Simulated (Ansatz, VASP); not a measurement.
Al: VASP beside Ansatz

```
CELL_PARAMETERS angstrom
0.00000 2.01865 1.93790
2.01865 0.00000 1.93790
2.01865 2.01865 0.00000
ATOMIC_POSITIONS crystal
Al 0.00000 0.00000 0.00000
```

Alike in both runs: task single point; functional PBE; dispersion D3(BJ); k mesh 28 × 28 × 28; occupations gaussian, width 0.15 eV; no spin polarisation.

```csv
,VASP,Ansatz
version,VASP 6.6.1,Ansatz 0.2.0
potentials or method,"VASP PAW PBE potentials, release 64 (Al), cutoff 520 eV","scalar-relativistic, plane waves, PAW"
valence electrons in the cell,3,3
```

```csv
,VASP,Ansatz,Ansatz less VASP
gap on the k mesh at the Fermi level (eV),none,none,-
pressure (GPa),0.1,0.1,+0.04
"traceless stress, the component that is largest in VASP (GPa)",1.67,1.67,-0.001
```

A gap of «none» marks a metal or a gap that the smearing closes.
